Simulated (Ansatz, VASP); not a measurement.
# One calculation of Be4S, two programs

```
Be S
1.0
    -3.46140    0.26866   -0.52434
    -0.38969   -6.01703   -0.51191
     1.00644    0.85548    5.54697
Be S
8 2
Direct
  0.10352 0.71850 0.80697
  0.79776 0.55610 0.19589
  0.54684 0.90901 0.69330
  0.33997 0.84837 0.27970
  0.74409 0.90692 0.08796
  0.45538 0.19937 0.51142
  0.94568 0.92526 0.49117
  0.16287 0.06042 0.92551
  0.59768 0.51718 0.79530
  0.30622 0.35886 0.21278
```

Change from the starting cell: the structure that the rattled cell fell into.

Alike in both runs: functional PBE; k mesh 6 × 4 × 4; occupations gaussian, width 0.1 eV; no spin polarisation.

Ansatz relaxed the structure, and its values are those at the end. VASP's run is a single point on that final structure, the one shown.

|  | VASP | Ansatz |
| --- | --- | --- |
| version | VASP 6.6.1 | Ansatz 0.2.0 |
| potentials or method | VASP PAW PBE potentials, release 64 (Be, S), cutoff 520 eV | scalar-relativistic, plane waves, PAW |
| valence electrons in the cell | 28 | 28 |

Ansatz gave:

```
gap on the k mesh at the Fermi level (eV) : none
pressure (GPa)                            : 0.0
rms of the force components (eV/Å)        : 0.012
```

Q: What did VASP give for the same quantities?

A: gap on the k mesh at the Fermi level (eV): none; pressure (GPa): 0.1; rms of the force components (eV/Å): 0.012.

A gap of «none» marks a metal or a gap that the smearing closes.
